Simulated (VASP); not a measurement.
# KBr (Pm-3m) in VASP: notebook, part 2 of 2

VASP 6.6.1.

**3. Relaxation of cell and atoms, BLYP, collinear spin, zero start**

This run uses another cell than the first one, of 33.06 Å³/atom, 0.948 times its volume.

The input, INCAR:

```
  AGGAC = 1.0
  AGGAX = 1.0
  ALDAC = 0.0
  ALDAX = 1.0
  ALGO = Normal
  EDIFF = 1E-6
  EDIFFG = -0.01
  ENCUT = 600
  GGA = B5
  IBRION = 2
  ISIF = 3
  ISMEAR = 1
  ISPIN = 2
  LASPH = T
  LCHARG = F
  LORBIT = 11
  LREAL = F
  LWAVE = F
  MAGMOM = 0 0
  NELM = 150
  NSW = 80
  NUPDOWN = 0.0
  PREC = Accurate
  SIGMA = 0.1
```

The input, KPOINTS:

```
k-points
0
Gamma
  7 7 7
```

The input, POSCAR:

```
KBr
1.0
    4.0434990000      0.0000000000      0.0000000000
    0.0000000000      4.0434990000      0.0000000000
    0.0000000000      0.0000000000      4.0434990000
Br K
1 1
Direct
    0.5000000000      0.5000000000      0.5000000000
    0.0000000000      0.0000000000      0.0000000000
```

Potentials or basis: VASP PAW PBE potentials, release 64 (Br, K_sv).

Command:

```bash
$ cat potpaw_PBE.64/Br/POTCAR potpaw_PBE.64/K_sv/POTCAR > POTCAR
$ mpirun -np 1 vasp_std > vasp.out
```

OUTCAR:

```text
EDIFF = 1E-6
   EDIFFG = -0.01
   ENCUT = 600
   GGA = B5
   IBRION = 2
   ISIF = 3
   ISMEAR = 1
   ISPIN = 2
   LASPH = T
   LORBIT = 11
   LREAL = F
   NELM = 150
   NSW = 80
   NUPDOWN = 0.0
   PREC = Accurate

 ion  position               nearest neighbor table
   1  0.500  0.500  0.500-
   2  0.000  0.000  0.000-

  LATTYP: Found a simple cubic cell.
 ALAT       =     4.0434990000

  Lattice vectors:

 A1 = (   4.0434990000,   0.0000000000,   0.0000000000)
 A2 = (   0.0000000000,   4.0434990000,   0.0000000000)
 A3 = (   0.0000000000,   0.0000000000,   4.0434990000)

Analysis of symmetry for initial positions (statically):
=====================================================================
 Subroutine PRICEL returns:
 Original cell was already a primitive cell.

 Routine SETGRP: Setting up the symmetry group for a
 simple cubic supercell.

 Subroutine GETGRP returns: Found 48 space group operations
 (whereof 48 operations were pure point group operations)
 out of a pool of 48 trial point group operations.

The static configuration has the point symmetry O_h .

Analysis of symmetry for dynamics (positions and initial velocities):
=====================================================================
 Subroutine PRICEL returns:
 Original cell was already a primitive cell.

 Routine SETGRP: Setting up the symmetry group for a
 simple cubic supercell.

 Subroutine GETGRP returns: Found 48 space group operations
 (whereof 48 operations were pure point group operations)
 out of a pool of 48 trial point group operations.

The dynamic configuration has the point symmetry O_h .

Analysis of structural, dynamic, and magnetic symmetry:
=====================================================================
 Subroutine PRICEL returns:
 Original cell was already a primitive cell.

 Routine SETGRP: Setting up the symmetry group for a
 simple cubic supercell.

 Subroutine GETGRP returns: Found 48 space group operations
 (whereof 48 operations were pure point group operations)
 out of a pool of 48 trial point group operations.

The overall configuration has the point symmetry O_h .

 Subroutine INISYM returns: Found 48 space group operations
 (whereof 48 operations are pure point group operations),
 and found     1 'primitive' translations

----------------------------------------------------------------------------------------

                                     Primitive cell

  volume of cell :      66.1107

  direct lattice vectors                    reciprocal lattice vectors
     4.043499000  0.000000000  0.000000000     0.247310559  0.000000000  0.000000000
     0.000000000  4.043499000  0.000000000     0.000000000  0.247310559  0.000000000
     0.000000000  0.000000000  4.043499000     0.000000000  0.000000000  0.247310559

  length of vectors
     4.043499000  4.043499000  4.043499000     0.247310559  0.247310559  0.247310559

  position of ions in fractional coordinates (direct lattice)
     0.500000000  0.500000000  0.500000000
     0.000000000  0.000000000  0.000000000

  ion indices of the primitive-cell ions
   primitive index   ion index
[... 66 lines left out ...]
   LASPH  =      T    aspherical Exc in radial PAW
   ENCUT  =  600.0 eV  44.10 Ry    6.64 a.u.   8.08  8.08  8.08*2*pi/ulx,y,z
   NELM   =    150;   NELMIN=  2; NELMDL= -5     # of ELM steps
   EDIFF  = 0.1E-05   stopping-criterion for ELM
   LREAL  =      F    real-space projection
   EDIFFG = -.1E-01   stopping-criterion for IOM
   NSW    =     80    number of steps for IOM
   IBRION =      2    ionic relax: 0-MD 1-quasi-New 2-CG
   NFREE  =      1    steps in history (QN), initial steepest desc. (CG)
   ISIF   =      3    stress and relaxation
   ISYM   =      2    0-nonsym 1-usesym 2-fastsym
   POTIM  = 0.5000    time-step for ionic-motion
   TEBEG  =    0.0;   TEEND  =   0.0 temperature during run
   PSTRESS=    0.0 pullay stress
   NELECT =      16.0000    total number of electrons
   NUPDOWN=       0.0000    fix difference up-down
   EMIN   =  10.00;   EMAX   =-10.00  energy-range for DOS
   EFERMI =   0.00;   METHOD = LEGACY
   ISMEAR =     1;   SIGMA  =   0.10  broadening in eV -4-tet -1-fermi 0-gaus
   EFERMI_NEDOS =   21; number of points for ismear=-14 and -15
   IALGO  =     38    algorithm
   IMIX   =      4    mixing-type and parameters
     AMIX     =   0.40;   BMIX     =  1.00
     AMIX_MAG =   1.60;   BMIX_MAG =  1.00
  volume/ion in A,a.u.               =      33.06       223.07
  Fermi-wavevector in a.u.,A,eV,Ry     =   1.020213  1.927923 14.161412  1.040834
  Thomas-Fermi vector in A             =   2.153770
   LORBIT       =     11    0 simple, 1 ext, 2 COOP (PROOUT), +10 PAW based schemes
   GGA     = B5    functional components
   LHFCALC =     F    Hartree Fock is set to
   AEXX    =    0.0000 exact exchange contribution
   IVDW    =     0    specifies the selected vdW correction
   LEPSILON=     F    determine dielectric tensor
   LRPA    =     F    only Hartree local field effects (RPA)
 conjugate gradient relaxation of ions
 spin polarized calculation
 Methfessel and Paxton  Order N= 1 SIGMA  =   0.10
  energy-cutoff  :      600.00
  volume of cell :       66.11
 maximum number of plane-waves:      2236
   NGX = 17   NGY = 17   NGZ = 17

--------------------------------------- Ionic step        1  -------------------------------------------

 number of electron      15.9999999 magnetization      -0.0000000

 number of electron      15.9999999 magnetization       0.0000000

 Free energy of the ion-electron system (eV)
  ---------------------------------------------------
  ext. energy  EPLUGINS =         0.00000000
  ---------------------------------------------------
  free energy    TOTEN  =        -5.62437824 eV

  energy without entropy =       -5.62533497  energy(sigma->0) =       -5.62469715

------------------------ aborting loop because EDIFF is reached ----------------------------------------

  FORCE on cell =-STRESS in cart. coord.  units (eV):
  Direction    XX          YY          ZZ          XY          YZ          ZX
  --------------------------------------------------------------------------------------
  -------------------------------------------------------------------------------------
  Total        0.3846082      0.3846082      0.3846082     -0.0000000     -0.0000000      0.0000000
  in kB        9.3208839      9.3208839      9.3208839     -0.0000000     -0.0000000      0.0000000
  external PRESSURE =       9.3208839 kB  Pullay stress =       0.0000000 kB
[... 63 lines left out ...]
 number of electron      16.0000005 magnetization       0.0000000

 number of electron      16.0000005 magnetization      -0.0000000

 Free energy of the ion-electron system (eV)
  ---------------------------------------------------
  ext. energy  EPLUGINS =         0.00000000
  ---------------------------------------------------
  free energy    TOTEN  =        -5.63559985 eV

  energy without entropy =       -5.63684430  energy(sigma->0) =       -5.63601467

 E-fermi :  -0.6954     XC(G=0):  -7.2573

 val. band max:       -0.7481596905   @ k =   0.4286   0.4286   0.0000
 cond. band min:       2.9984177160   @ k =   0.0000   0.0000   0.0000
 fundamental gap:      3.7465774065
 Fermi energy:        -0.6954120537

 spin component 1

 k-point     1 :       0.0000    0.0000    0.0000
  band No.  band energies     occupation
      1     -29.5218      1.00000
      2     -13.3929      1.00000
      3     -13.0265      1.00000
      4     -13.0265      1.00000
      5     -13.0265      1.00000
      6      -0.9653      1.00046
      7      -0.9653      1.00046
      8      -0.9653      1.00046
      9       2.9984      0.00000
     10       5.2088      0.00000
     11       5.2088      0.00000
     12       8.6282      0.00000
[... 271 lines left out ...]
 k-point    20 :       0.4286    0.4286    0.4286
  band No.  band energies     occupation
      1     -29.5011      1.00000
      2     -13.1448      1.00000
      3     -13.1110      1.00000
      4     -13.1110      1.00000
      5     -13.0715      1.00000
      6      -1.9488      1.00000
      7      -1.9488      1.00000
      8      -1.9319      1.00000
      9       6.3143      0.00000
     10       6.6158      0.00000
     11       6.6158      0.00000
     12       8.1158      0.00000
 Fermi energy:        -0.6954109324

 spin component 2

 k-point     1 :       0.0000    0.0000    0.0000
  band No.  band energies     occupation
      1     -29.5218      1.00000
      2     -13.3929      1.00000
      3     -13.0265      1.00000
      4     -13.0265      1.00000
      5     -13.0265      1.00000
      6      -0.9653      1.00046
      7      -0.9653      1.00046
      8      -0.9653      1.00046
      9       2.9984      0.00000
     10       5.2088      0.00000
     11       5.2088      0.00000
     12       8.6282      0.00000
[... 312 lines left out ...]
  FREE ENERGIE OF THE ION-ELECTRON SYSTEM (eV)
  ---------------------------------------------------
  free  energy   TOTEN  =        -5.6355998514 eV

  energy  without entropy=       -5.6368442951  energy(sigma->0) =       -5.63601467

 reached required accuracy - stopping structural energy minimisation

 total charge

# of ion       s       p       d       tot
------------------------------------------
    1        1.625   3.284   0.001   4.911
    2        1.950   5.538   0.018   7.506
--------------------------------------------------
tot          3.576   8.822   0.019  12.417

 magnetization (x)

# of ion       s       p       d       tot
------------------------------------------
    1       -0.000  -0.000  -0.000  -0.000
    2       -0.000   0.000  -0.000  -0.000
--------------------------------------------------
tot         -0.000  -0.000  -0.000  -0.000
```

Wall time 3.4 min (1 thread of AMD EPYC 7R13, shared host); peak memory 0.19 GiB.

Results:

* Free energy: -5.6356 eV
* Relaxed volume: 35.06 Å³/atom
* Relaxed cell: a = 4.124 Å, b = 4.124 Å, c = 4.124 Å, α = 90.00°, β = 90.00°, γ = 90.00°
* Space group after relaxing (to 0.05 Å): Pm-3m (No. 221)
* Energy gained by relaxing: 5.6 meV/atom
* Ionic steps: 3
* Pressure after relaxing: 0.0 GPa
* Net moment: 0.00 μB per cell
* Valence electrons inside the program's atomic spheres: Br 4.91; K 7.51

The path:
```tsv
step	energy change (eV)	largest force (eV/Å)	pressure (GPa)	volume (Å³)
1	0.0000	0.0000	0.93	66.11
2	-0.0081	0.0000	0.47	67.97
3	-0.0112	0.0000	0.01	70.13
```

Final structure:
```xyz
2
Lattice="4.1238 0.0000 0.0000 0.0000 4.1238 0.0000 0.0000 0.0000 4.1238" Properties=species:S:1:pos:R:3 pbc="T T T"
Br    2.0619    2.0619    2.0619
K     0.0000    0.0000    0.0000
```

Caveat: the PAW data sets were made with another functional, which shifts forces and pressure a little; the total moment is fixed, so each spin has its own Fermi level.
